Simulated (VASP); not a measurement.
# O (Pm-3m) in VASP: further runs

The runs below take O through single point, with LDA.

Everything below comes from runs of VASP 6.6.1. Logs are shortened: lines on timing, memory, paths and dates and some standing lists are left out, and cuts for length are marked.

## 1. The cell of the first run

Symmetry: Pm-3m, No. 221, cubic system. The conventional cell has a = 1.874 Å, b = 1.874 Å, c = 1.874 Å, α = 90.00°, β = 90.00°, γ = 90.00°. Within 2.5 Å of O (site symmetry m-3m) lie 6 O at 1.87 Å.

## 2. Single point, LDA (6.58 Å³/atom)

INCAR

```
ALGO = Normal ; EDIFF = 1E-6
ENCUT = 600 ; GGA_COMPAT = False
ISIF = 2 ; ISMEAR = -1
LASPH = True ; LCHARG = True
LELF = True ; LREAL = False
LVHAR = True ; LWAVE = False
NBANDS = 9 ; NELM = 120
PREC = Accurate ; SIGMA = 0.05
```

KPOINTS

```
k-points
0
Gamma
  18 18 18
```

POSCAR

```
O
1.0
    1.8736854775      0.0000000000      0.0000000000
    0.0000000000      1.8736854775      0.0000000000
    0.0000000000      0.0000000000      1.8736854775
O
1
Direct
    0.0000000000      0.0000000000      0.0000000000
```

Potentials or basis: VASP PAW LDA potentials, release 64 (O).

Command:

```
cat potpaw_LDA.64/O/POTCAR > POTCAR
mpirun -np 1 vasp_std > vasp.out
```

OUTCAR:

```text
EDIFF = 1E-6
   ENCUT = 600
   ISIF = 2
   ISMEAR = -1
   LASPH = True
   LREAL = False
   NELM = 120
   PREC = Accurate

 ion  position               nearest neighbor table
   1  0.000  0.000  0.000-

  LATTYP: Found a simple cubic cell.
 ALAT       =     1.8736854775

  Lattice vectors:

 A1 = (   1.8736854775,   0.0000000000,   0.0000000000)
 A2 = (   0.0000000000,   1.8736854775,   0.0000000000)
 A3 = (   0.0000000000,   0.0000000000,   1.8736854775)

Analysis of symmetry for initial positions (statically):
=====================================================================
 Subroutine PRICEL returns:
 Original cell was already a primitive cell.

 Routine SETGRP: Setting up the symmetry group for a
 simple cubic supercell.

 Subroutine GETGRP returns: Found 48 space group operations
 (whereof 48 operations were pure point group operations)
 out of a pool of 48 trial point group operations.

The static configuration has the point symmetry O_h .

Analysis of symmetry for dynamics (positions and initial velocities):
=====================================================================
 Subroutine PRICEL returns:
 Original cell was already a primitive cell.

 Routine SETGRP: Setting up the symmetry group for a
 simple cubic supercell.

 Subroutine GETGRP returns: Found 48 space group operations
 (whereof 48 operations were pure point group operations)
 out of a pool of 48 trial point group operations.

The dynamic configuration has the point symmetry O_h .

 Subroutine INISYM returns: Found 48 space group operations
 (whereof 48 operations are pure point group operations),
 and found     1 'primitive' translations

----------------------------------------------------------------------------------------

                                     Primitive cell

  volume of cell :       6.5779

  direct lattice vectors                    reciprocal lattice vectors
     1.873685478  0.000000000  0.000000000     0.533707504  0.000000000  0.000000000
     0.000000000  1.873685478  0.000000000     0.000000000  0.533707504  0.000000000
     0.000000000  0.000000000  1.873685478     0.000000000  0.000000000  0.533707504

[... 79 lines left out ...]
   ENCUT  =  600.0 eV  44.10 Ry    6.64 a.u.   3.74  3.74  3.74*2*pi/ulx,y,z
   NELM   =    120;   NELMIN=  2; NELMDL= -5     # of ELM steps
   EDIFF  = 0.1E-05   stopping-criterion for ELM
   LREAL  =      F    real-space projection
   EDIFFG = 0.1E-04   stopping-criterion for IOM
   NSW    =      0    number of steps for IOM
   IBRION =     -1    ionic relax: 0-MD 1-quasi-New 2-CG
   NFREE  =      0    steps in history (QN), initial steepest desc. (CG)
   ISIF   =      2    stress and relaxation
   ISYM   =      2    0-nonsym 1-usesym 2-fastsym
   POTIM  = 0.5000    time-step for ionic-motion
   TEBEG  =    0.0;   TEEND  =   0.0 temperature during run
   PSTRESS=    0.0 pullay stress
   NELECT =       6.0000    total number of electrons
   NUPDOWN=      -1.0000    fix difference up-down
   EMIN   =  10.00;   EMAX   =-10.00  energy-range for DOS
   EFERMI =   0.00;   METHOD = LEGACY
   ISMEAR =    -1;   SIGMA  =   0.05  broadening in eV -4-tet -1-fermi 0-gaus
   EFERMI_NEDOS =   21; number of points for ismear=-14 and -15
   IALGO  =     38    algorithm
   IMIX   =      4    mixing-type and parameters
     AMIX     =   0.40;   BMIX     =  1.00
     AMIX_MAG =   1.60;   BMIX_MAG =  1.00
  volume/ion in A,a.u.               =       6.58        44.39
  Fermi-wavevector in a.u.,A,eV,Ry     =   1.587676  3.000273 34.296412  2.520715
  Thomas-Fermi vector in A             =   2.686797
   LORBIT       =      0    0 simple, 1 ext, 2 COOP (PROOUT), +10 PAW based schemes
   GGA     = CA    functional components
   LHFCALC =     F    Hartree Fock is set to
   AEXX    =    0.0000 exact exchange contribution
   IVDW    =     0    specifies the selected vdW correction
   LEPSILON=     F    determine dielectric tensor
   LRPA    =     F    only Hartree local field effects (RPA)
 non-spin polarized calculation
  energy-cutoff  :      600.00
  volume of cell :        6.58
 maximum number of plane-waves:       251
 NGX is ok and might be reduce to    16
   NGX =  7   NGY =  7   NGZ =  7

 number of electron       6.0000005 magnetization

 Free energy of the ion-electron system (eV)
  ---------------------------------------------------
  ext. energy  EPLUGINS =         0.00000000
  ---------------------------------------------------
  free energy    TOTEN  =        -3.89378420 eV

  energy without entropy =       -3.88901916  energy(sigma->0) =       -3.89140168

 E-fermi :   5.2436     XC(G=0): -13.5700

 val. band max:        5.2430057300   @ k =   0.1111   0.1111   0.1111
 cond. band min:       5.2820488401   @ k =   0.4444   0.1667   0.0000
 fundamental gap:      0.0390431101
 Fermi energy:         5.2436172725

 k-point     1 :       0.0000    0.0000    0.0000
  band No.  band energies     occupation
      1     -19.3517      2.00000
      2       6.4566      0.00000
      3       6.4566      0.00000
      4       6.4566      0.00000
      5      23.3042      0.00000
      6      33.1998      0.00000
      7      33.1998      0.00000
      8      53.7621      0.00000
      9      53.7621      0.00000
[... 265 lines left out ...]
 k-point    24 :       0.3333    0.1111    0.0000
  band No.  band energies     occupation
      1     -16.0031      2.00000
      2      -2.0021      2.00000
      3       6.1541      0.00000
      4       7.5464      0.00000
      5      26.0111      0.00000
      6      35.3292      0.00000
      7      37.7436      0.00000
      8      45.2248      0.00000
      9      47.6678      0.00000

 [... further k-points ...]

------------------------ aborting loop because EDIFF is reached ----------------------------------------

  FORCE on cell =-STRESS in cart. coord.  units (eV):
  Direction    XX          YY          ZZ          XY          YZ          ZX
  --------------------------------------------------------------------------------------
  -------------------------------------------------------------------------------------
  Total        1.2311713      1.2311713      1.2311713     -0.0000000     -0.0000000      0.0000000
  in kB      299.8741272    299.8741272    299.8741272     -0.0000000     -0.0000000      0.0000000
  external PRESSURE =     299.8741272 kB  Pullay stress =       0.0000000 kB

 VOLUME and BASIS-vectors are now :
 -----------------------------------------------------------------------------
  energy-cutoff  :      600.00
  volume of cell :        6.58
      direct lattice vectors                 reciprocal lattice vectors
     1.873685478  0.000000000  0.000000000     0.533707504  0.000000000  0.000000000
     0.000000000  1.873685478  0.000000000     0.000000000  0.533707504  0.000000000
     0.000000000  0.000000000  1.873685478     0.000000000  0.000000000  0.533707504

 POSITION                                       TOTAL-FORCE (eV/Angst)
 -----------------------------------------------------------------------------------
      0.00000      0.00000      0.00000         0.000000      0.000000      0.000000
 -----------------------------------------------------------------------------------
    total drift:                                0.000000     -0.000000      0.000000

  FREE ENERGIE OF THE ION-ELECTRON SYSTEM (eV)
  ---------------------------------------------------
  free  energy   TOTEN  =        -3.8937841955 eV

  energy  without entropy=       -3.8890191598  energy(sigma->0) =       -3.89140168
```

stdout:

```text
POSCAR found type information on POSCAR O
 POSCAR found :  1 types and       1 ions
 scaLAPACK will be used
 LDA part: xc-table for (Slater(with rela. corr.)+CA(PZ))
 , standard interpolation
 POSCAR, INCAR and KPOINTS ok, starting setup
 FFT: planning ... GRIDC
 FFT: planning ... GRID_SOFT
 FFT: planning ... GRID
 WAVECAR not read
 entering main loop
```

Run time: 4.8 s. Hardware: 1 thread of Intel Xeon Platinum 8259CL at 2.50GHz (Skylake/Cascade Lake), shared host; peak memory 0.11 GiB.

What came out:

| Property | Result |
| --- | --- |
| Free energy | -3.8938 eV |
| Pressure | 30.0 GPa |
| Band gap on the k mesh | zero (bands 3 and 4 overlap by 7.14 eV) |

Caveat: the cell stands under pressure.

## 3. Single point, LDA

This run uses another cell than the first one, of 7.31 Å³/atom.

INCAR

```
PREC = Accurate
ENCUT = 600
EDIFF = 1E-6
ISMEAR = -1
SIGMA = 0.05
LREAL = F
LASPH = T
NELM = 120
ALGO = Normal
ISIF = 2
LWAVE = F
LCHARG = T
GGA = CA
LELF = T
LVHAR = T
NBANDS = 9
GGA_COMPAT = F
```

KPOINTS

```
regular mesh
0
Gamma
  18 18 18
```

POSCAR

```
O
1.0
    1.9406588073      0.0000000000      0.0000000000
    0.0000000000      1.9406588073      0.0000000000
    0.0000000000      0.0000000000      1.9406588073
O
1
Direct
    0.0000000000      0.0000000000      0.0000000000
```

Potentials or basis: VASP PAW LDA potentials, release 64 (O).

Command:

```
cat potpaw_LDA.64/O/POTCAR > POTCAR
mpirun -np 1 vasp_std > vasp.out
```

OUTCAR:

```text
PREC = Accurate
   ENCUT = 600
   EDIFF = 1E-6
   ISMEAR = -1
   LREAL = F
   LASPH = T
   NELM = 120
   ISIF = 2
   GGA = CA

 ion  position               nearest neighbor table
   1  0.000  0.000  0.000-

  LATTYP: Found a simple cubic cell.
 ALAT       =     1.9406588073

  Lattice vectors:

 A1 = (   1.9406588073,   0.0000000000,   0.0000000000)
 A2 = (   0.0000000000,   1.9406588073,   0.0000000000)
 A3 = (   0.0000000000,   0.0000000000,   1.9406588073)

[... 464 lines left out ...]
      8      41.9031      0.00000
      9      44.2307      0.00000

 [... further k-points ...]

------------------------ aborting loop because EDIFF is reached ----------------------------------------

  FORCE on cell =-STRESS in cart. coord.  units (eV):
  Direction    XX          YY          ZZ          XY          YZ          ZX
  --------------------------------------------------------------------------------------
  -------------------------------------------------------------------------------------
  Total       -0.0006200     -0.0006200     -0.0006200     -0.0000000      0.0000000     -0.0000000
  in kB       -0.1359005     -0.1359005     -0.1359005     -0.0000000      0.0000000     -0.0000000
  external PRESSURE =      -0.1359005 kB  Pullay stress =       0.0000000 kB

 VOLUME and BASIS-vectors are now :
 -----------------------------------------------------------------------------
  energy-cutoff  :      600.00
  volume of cell :        7.31
      direct lattice vectors                 reciprocal lattice vectors
     1.940658807  0.000000000  0.000000000     0.515288930  0.000000000  0.000000000
     0.000000000  1.940658807  0.000000000     0.000000000  0.515288930  0.000000000
     0.000000000  0.000000000  1.940658807     0.000000000  0.000000000  0.515288930

 POSITION                                       TOTAL-FORCE (eV/Angst)
 -----------------------------------------------------------------------------------
      0.00000      0.00000      0.00000         0.000000      0.000000      0.000000
 -----------------------------------------------------------------------------------
    total drift:                               -0.000000     -0.000000      0.000000

  FREE ENERGIE OF THE ION-ELECTRON SYSTEM (eV)
  ---------------------------------------------------
  free  energy   TOTEN  =        -3.9594000617 eV

  energy  without entropy=       -3.9538401388  energy(sigma->0) =       -3.95662010
```

It took 4.9 s on 1 thread of Intel Xeon Platinum 8259CL at 2.50GHz (Skylake/Cascade Lake), shared host; peak memory 0.12 GiB.

What came out:

```
Free energy            : -3.9594 eV
Pressure               : 0.0 GPa
Band gap on the k mesh : zero (bands 3 and 4 overlap by 6.26 eV)
```

## 4. Single point, LDA (7.31 Å³/atom)

This run uses another cell than the first one, of 7.31 Å³/atom.

INCAR

```
SYSTEM = O
PREC = Accurate
ENCUT = 600
EDIFF = 1E-6
ISMEAR = -1
SIGMA = 0.05
LREAL = .False.
LASPH = .True.
NELM = 120
ALGO = Normal
ISIF = 2
LWAVE = .False.
LCHARG = .True.
LELF = .True.
LVHAR = .True.
NBANDS = 9
GGA_COMPAT = .False.
```

KPOINTS

```
Automatic mesh
0
Gamma
  18 18 18
  0 0 0
```

POSCAR

```
O
1.0
    1.9406588072      0.0000000000      0.0000000000
    0.0000000000      1.9406588072      0.0000000000
    0.0000000000      0.0000000000      1.9406588072
O
1
Direct
    0.0000000000      0.0000000000      0.0000000000
```

Command:

```
cat potpaw_LDA.64/O/POTCAR > POTCAR
mpirun -np 1 vasp_std > vasp.out
```

Run time: 5 s. Hardware: 1 thread of Intel Xeon Platinum 8259CL at 2.50GHz (Skylake/Cascade Lake), shared host; peak memory 0.12 GiB.

It converged, with:

```yaml
Free_energy: -3.9594 eV
Pressure: 0.0 GPa
Band_gap_on_the_k_mesh: zero (bands 3 and 4 overlap by 6.26 eV)
```

Levels at points of the mesh, in eV from the Fermi level:
```tsv
k point	band 1	band 2	band 3	band 4	band 5	band 6	band 7	band 8
(0.00, 0.00, 0.00)	-23.07	1.12	1.12	1.12	16.64	27.28	27.28	45.92
(0.50, 0.00, 0.00)	-19.04	-9.28	2.24	2.24	21.38	26.57	33.65	38.65
(0.50, 0.50, 0.00)	-15.50	-6.25	-6.25	3.16	12.74	31.77	31.77	36.25
(0.50, 0.50, 0.50)	-12.33	-4.02	-4.02	-4.02	20.55	20.55	20.55	25.28
```
